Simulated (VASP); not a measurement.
# LiBr (Fm-3m) in VASP: notebook

Aim: see how the results for LiBr move with the level of theory and the settings. Levels: LDA, PBEsol, PBE. Tasks: single point.

Program: VASP 6.6.1. These are calculated values, not measurements. Logs are shortened: lines on timing, memory, paths and dates and some standing lists are left out, and cuts for length are marked.

## Step 1: The cell of the first run

Symmetry: Fm-3m, No. 225, cubic system. The conventional cell has a = 5.489 Å, b = 5.489 Å, c = 5.489 Å, α = 90.00°, β = 90.00°, γ = 90.00°. Within 3.6 Å of Li (site symmetry m-3m) lie 6 Br at 2.74 Å. Within 3.6 Å of Br (site symmetry m-3m) lie 6 Li at 2.74 Å.

## Step 2: Single point, LDA

INCAR

```
ALGO     = Normal         # electronic algorithm
EDIFF    = 1E-6           # SCF threshold, eV
ENCUT    = 750            # plane-wave cutoff, eV
GGA_COMPAT= False        
ISIF     = 2              # what is computed and relaxed
ISMEAR   = -1             # smearing method
LASPH    = True           # aspherical terms in the spheres
LCHARG   = False          # write CHGCAR
LREAL    = False          # projectors in reciprocal space
LWAVE    = False          # write WAVECAR
NBANDS   = 12             # bands
NELM     = 120            # most SCF steps
PREC     = Accurate       # precision mode
SIGMA    = 0.03           # smearing width, eV
```

KPOINTS

```
k-points
0
Gamma
  8 8 8
```

POSCAR

```
LiBr
1.0
    0.0000000000      2.7445000000      2.7445000000
    2.7445000000      0.0000000000      2.7445000000
    2.7445000000      2.7445000000      0.0000000000
Li Br
1 1
Direct
    0.0000000000      0.0000000000      0.0000000000
    0.5000000000      0.5000000000      0.5000000000
```

Potentials or basis: VASP PAW LDA potentials, release 64 (Li_sv, Br).

Command:

```console
$ cat potpaw_LDA.64/Li_sv/POTCAR potpaw_LDA.64/Br/POTCAR > POTCAR
$ mpirun -np 1 vasp_std > vasp.out
```

OUTCAR:

```text
EDIFF = 1E-6
   ENCUT = 750
   ISIF = 2
   ISMEAR = -1
   LASPH = True
   LREAL = False
   NELM = 120
   PREC = Accurate

 ion  position               nearest neighbor table
   1  0.000  0.000  0.000-
   2  0.500  0.500  0.500-

  LATTYP: Found a face centered cubic cell.
 ALAT       =     5.4890000000

  Lattice vectors:

 A1 = (   0.0000000000,   2.7445000000,   2.7445000000)
 A2 = (   2.7445000000,   0.0000000000,   2.7445000000)
 A3 = (   2.7445000000,   2.7445000000,   0.0000000000)

Analysis of symmetry for initial positions (statically):
=====================================================================
 Subroutine PRICEL returns:
 Original cell was already a primitive cell.

 Routine SETGRP: Setting up the symmetry group for a
 face centered cubic supercell.

 Subroutine GETGRP returns: Found 48 space group operations
 (whereof 48 operations were pure point group operations)
 out of a pool of 48 trial point group operations.

The static configuration has the point symmetry O_h .

Analysis of symmetry for dynamics (positions and initial velocities):
=====================================================================
 Subroutine PRICEL returns:
 Original cell was already a primitive cell.

 Routine SETGRP: Setting up the symmetry group for a
 face centered cubic supercell.

 Subroutine GETGRP returns: Found 48 space group operations
 (whereof 48 operations were pure point group operations)
 out of a pool of 48 trial point group operations.

The dynamic configuration has the point symmetry O_h .

 Subroutine INISYM returns: Found 48 space group operations
 (whereof 48 operations are pure point group operations),
 and found     1 'primitive' translations

----------------------------------------------------------------------------------------

                                     Primitive cell

  volume of cell :      41.3447

  direct lattice vectors                    reciprocal lattice vectors
     0.000000000  2.744500000  2.744500000    -0.182182547  0.182182547  0.182182547
     2.744500000  0.000000000  2.744500000     0.182182547 -0.182182547  0.182182547
     2.744500000  2.744500000  0.000000000     0.182182547  0.182182547 -0.182182547

  length of vectors
     3.881309122  3.881309122  3.881309122     0.315549428  0.315549428  0.315549428

  position of ions in fractional coordinates (direct lattice)
     0.000000000  0.000000000  0.000000000
     0.500000000  0.500000000  0.500000000

  ion indices of the primitive-cell ions
   primitive index   ion index
                 1           1
                 2           2

----------------------------------------------------------------------------------------

 KPOINTS: k-points

Automatic generation of k-mesh.
 Grid dimensions read from file:
 generate k-points for:    8    8    8

 Generating k-lattice:

  Cartesian coordinates                     Fractional coordinates (reciprocal lattice)
    -0.022772818  0.022772818  0.022772818     0.125000000  0.000000000  0.000000000
     0.022772818 -0.022772818  0.022772818     0.000000000  0.125000000  0.000000000
     0.022772818  0.022772818 -0.022772818     0.000000000  0.000000000  0.125000000

  Length of vectors
     0.039443678  0.039443678  0.039443678

  Shift w.r.t. Gamma in fractional coordinates (k-lattice)
     0.000000000  0.000000000  0.000000000

 Subroutine IBZKPT returns following result:
 ===========================================

 Found     29 irreducible k-points:

 Following reciprocal coordinates:
            Coordinates               Weight
  0.000000  0.000000  0.000000      1.000000
  0.125000  0.000000  0.000000      8.000000
  0.250000  0.000000  0.000000      8.000000
  0.375000  0.000000  0.000000      8.000000
  0.500000  0.000000  0.000000      4.000000
  0.125000  0.125000  0.000000      6.000000
[... 16 lines left out ...]
  0.500000  0.250000  0.125000     48.000000
 -0.375000  0.250000  0.125000     24.000000
 [... further k-points ...]
   k-points           NKPTS =     29   k-points in BZ     NKDIM =     29   number of bands    NBANDS=     12
   number of dos      NEDOS =    301   number of ions     NIONS =      2
   total plane-waves  NPLWV =  46656
   dimension x,y,z NGX =    36 NGY =   36 NGZ =   36
   dimension x,y,z NGXF=    72 NGYF=   72 NGZF=   72
   ions per type =               1   1
   NGX,Y,Z   is equivalent  to a cutoff of  15.42, 15.42, 15.42 a.u.
   NGXF,Y,Z  is equivalent  to a cutoff of  30.84, 30.84, 30.84 a.u.
 SYSTEM =  unknown system
   PREC   = accura    normal or accurate (medium, high low for compatibility)
   ISTART =      0    job   : 0-new  1-cont  2-samecut
   ICHARG =      2    charge: 1-file 2-atom 10-const
   ISPIN  =      1    spin polarized calculation?
   LNONCOLLINEAR =      F non collinear calculations
   LSORBIT =      F    spin-orbit coupling
   LASPH  =      T    aspherical Exc in radial PAW
   ENCUT  =  750.0 eV  55.12 Ry    7.42 a.u.   8.67  8.67  8.67*2*pi/ulx,y,z
   NELM   =    120;   NELMIN=  2; NELMDL= -5     # of ELM steps
   EDIFF  = 0.1E-05   stopping-criterion for ELM
   LREAL  =      F    real-space projection
   EDIFFG = 0.1E-04   stopping-criterion for IOM
   NSW    =      0    number of steps for IOM
   IBRION =     -1    ionic relax: 0-MD 1-quasi-New 2-CG
   NFREE  =      0    steps in history (QN), initial steepest desc. (CG)
   ISIF   =      2    stress and relaxation
   ISYM   =      2    0-nonsym 1-usesym 2-fastsym
   POTIM  = 0.5000    time-step for ionic-motion
   TEBEG  =    0.0;   TEEND  =   0.0 temperature during run
   PSTRESS=    0.0 pullay stress
   NELECT =      10.0000    total number of electrons
   NUPDOWN=      -1.0000    fix difference up-down
   EMIN   =  10.00;   EMAX   =-10.00  energy-range for DOS
   EFERMI =   0.00;   METHOD = LEGACY
   ISMEAR =    -1;   SIGMA  =   0.03  broadening in eV -4-tet -1-fermi 0-gaus
   EFERMI_NEDOS =   21; number of points for ismear=-14 and -15
   IALGO  =     38    algorithm
   IMIX   =      4    mixing-type and parameters
     AMIX     =   0.40;   BMIX     =  1.00
     AMIX_MAG =   1.60;   BMIX_MAG =  1.00
  volume/ion in A,a.u.               =      20.67       139.50
  Fermi-wavevector in a.u.,A,eV,Ry     =   1.020003  1.927527 14.155594  1.040407
  Thomas-Fermi vector in A             =   2.153549
   LORBIT       =      0    0 simple, 1 ext, 2 COOP (PROOUT), +10 PAW based schemes
   GGA     = CA    functional components
   LHFCALC =     F    Hartree Fock is set to
   AEXX    =    0.0000 exact exchange contribution
   IVDW    =     0    specifies the selected vdW correction
   LEPSILON=     F    determine dielectric tensor
   LRPA    =     F    only Hartree local field effects (RPA)
 non-spin polarized calculation
  energy-cutoff  :      750.00
  volume of cell :       41.34
 maximum number of plane-waves:      1964
   NGX = 17   NGY = 17   NGZ = 17

 number of electron      10.0000001 magnetization

 Free energy of the ion-electron system (eV)
  ---------------------------------------------------
  ext. energy  EPLUGINS =         0.00000000
  ---------------------------------------------------
  free energy    TOTEN  =        -7.33707776 eV

  energy without entropy =       -7.33707776  energy(sigma->0) =       -7.33707776

 E-fermi :   1.0514     XC(G=0):  -8.8166

 val. band max:        0.3303710701   @ k =   0.0000   0.0000   0.0000
 cond. band min:       5.0188655078   @ k =   0.0000   0.0000   0.0000
 fundamental gap:      4.6884944377
 Fermi energy:         1.0513767616

 k-point     1 :       0.0000    0.0000    0.0000
  band No.  band energies     occupation
      1     -42.9887      2.00000
      2     -13.1524      2.00000
      3       0.3304      2.00000
      4       0.3304      2.00000
      5       0.3304      2.00000
      6       5.0189      0.00000
      7      10.6879      0.00000
      8      10.6879      0.00000
      9      10.6879      0.00000
     10      12.2960      0.00000
     11      12.2960      0.00000
     12      12.2960      0.00000

 k-point     2 :       0.1250    0.0000    0.0000
  band No.  band energies     occupation
      1     -42.9885      2.00000
      2     -13.0877      2.00000
      3      -0.2809      2.00000
      4       0.2871      2.00000
      5       0.2871      2.00000
      6       5.5564      0.00000
      7       9.9098      0.00000
      8      10.4713      0.00000
      9      10.4713      0.00000
     10      11.5780      0.00000
     11      11.5780      0.00000
     12      12.6822      0.00000

 k-point     3 :       0.2500    0.0000    0.0000
  band No.  band energies     occupation
      1     -42.9881      2.00000
      2     -12.9235      2.00000
      3      -1.4037      2.00000
      4       0.1891      2.00000
      5       0.1891      2.00000
      6       6.0472      0.00000
      7       9.3237      0.00000
      8       9.3237      0.00000
      9       9.8891      0.00000
     10      12.5499      0.00000
     11      12.5499      0.00000
     12      13.0714      0.00000
[... 286 lines left out ...]
 k-point    23 :       0.5000    0.2500    0.1250
  band No.  band energies     occupation
      1     -42.9874      2.00000
      2     -12.6407      2.00000
      3      -2.1279      2.00000
      4      -0.9658      2.00000
      5      -0.2006      2.00000
      6       7.2974      0.00000
      7       8.0692      0.00000
      8       9.2766      0.00000
      9      10.2100      0.00000
     10      12.8203      0.00000
     11      15.5866      0.00000
     12      15.9753      0.00000

 k-point    24 :      -0.3750    0.2500    0.1250
  band No.  band energies     occupation
      1     -42.9872      2.00000
      2     -12.5754      2.00000
      3      -2.3505      2.00000
      4      -1.0660      2.00000
      5      -0.2971      2.00000
      6       7.1495      0.00000
      7       8.0356      0.00000
      8       9.3473      0.00000
      9      10.8440      0.00000
     10      13.7113      0.00000
     11      14.0827      0.00000
     12      16.8602      0.00000

 [... further k-points ...]
[... 5 lines left out ...]
  --------------------------------------------------------------------------------------
  -------------------------------------------------------------------------------------
  Total       -0.6925087     -0.6925087     -0.6925087      0.0000000     -0.0000000     -0.0000000
  in kB      -26.8358957    -26.8358957    -26.8358957      0.0000000     -0.0000000     -0.0000000
  external PRESSURE =     -26.8358957 kB  Pullay stress =       0.0000000 kB

 VOLUME and BASIS-vectors are now :
 -----------------------------------------------------------------------------
  energy-cutoff  :      750.00
  volume of cell :       41.34
      direct lattice vectors                 reciprocal lattice vectors
     0.000000000  2.744500000  2.744500000    -0.182182547  0.182182547  0.182182547
     2.744500000  0.000000000  2.744500000     0.182182547 -0.182182547  0.182182547
     2.744500000  2.744500000  0.000000000     0.182182547  0.182182547 -0.182182547

 POSITION                                       TOTAL-FORCE (eV/Angst)
 -----------------------------------------------------------------------------------
      0.00000      0.00000      0.00000        -0.000000     -0.000000      0.000000
      2.74450      2.74450      2.74450         0.000000      0.000000     -0.000000
 -----------------------------------------------------------------------------------
    total drift:                                0.000000      0.000000      0.000000

  FREE ENERGIE OF THE ION-ELECTRON SYSTEM (eV)
  ---------------------------------------------------
  free  energy   TOTEN  =        -7.3370777611 eV

  energy  without entropy=       -7.3370777611  energy(sigma->0) =       -7.33707776
```

Wall time 14 s (1 thread of Intel Xeon Platinum 8259CL at 2.50GHz (Skylake/Cascade Lake), shared host); peak memory 0.18 GiB.

Results:

* Free energy: -7.3371 eV
* Pressure: -2.7 GPa
* Band gap on the k mesh: 4.69 eV, direct

Levels at points of the mesh, in eV from the valence-band top:
```tsv
k point	band 2	band 3	band 4	band 5	band 6	band 7	band 8	band 9
(0.00, 0.00, 0.00)	-13.48	0.00	0.00	0.00	4.69	10.36	10.36	10.36
(0.50, 0.00, 0.00)	-13.00	-2.97	-0.27	-0.27	5.35	7.90	7.90	11.59
(0.50, 0.50, 0.00)	-12.80	-2.98	-1.18	-1.18	6.08	6.89	11.40	12.19
```

As with any semilocal functional, this LDA gap is likely too small.

## Step 3: Single point, PBEsol

INCAR

```
SYSTEM = LiBr
PREC = Accurate
ENCUT = 750
EDIFF = 1E-6
ISMEAR = -1
SIGMA = 0.03
LREAL = .FALSE.
LASPH = .TRUE.
NELM = 120
ALGO = Normal
ISIF = 2
LWAVE = .FALSE.
LCHARG = .TRUE.
GGA = PS
LELF = .TRUE.
LVHAR = .TRUE.
NBANDS = 12
GGA_COMPAT = .FALSE.
```

KPOINTS

```
regular mesh
0
G
  8 8 8
  0 0 0
```

POSCAR is that of step 2.

Potentials or basis: VASP PAW PBE potentials, release 64 (Li_sv, Br).

Command:

```console
$ cat potpaw_PBE.64/Li_sv/POTCAR potpaw_PBE.64/Br/POTCAR > POTCAR
$ mpirun -np 1 vasp_std > vasp.out
```

Run time: 18 s. Hardware: 1 thread of Intel Xeon Platinum 8259CL at 2.50GHz (Skylake/Cascade Lake), shared host; peak memory 0.21 GiB.

Results (log left out):

```yaml
Free_energy: -6.9290 eV
Pressure: -1.1 GPa
Band_gap_on_the_k_mesh: 4.80 eV, direct
```

Levels at points of the mesh, in eV from the valence-band top:
```csv
k point,band 2,band 3,band 4,band 5,band 6,band 7,band 8,band 9
"(0.00, 0.00, 0.00)",-13.48,0.00,0.00,0.00,4.80,10.39,10.39,10.39
"(0.50, 0.00, 0.00)",-13.00,-2.95,-0.27,-0.27,5.46,8.03,8.03,11.72
"(0.50, 0.50, 0.00)",-12.80,-2.96,-1.17,-1.17,6.17,6.93,11.54,12.39
```

Caveat: the PAW data sets were made with another functional, which shifts forces and pressure a little.

[end of part 1 of 2]
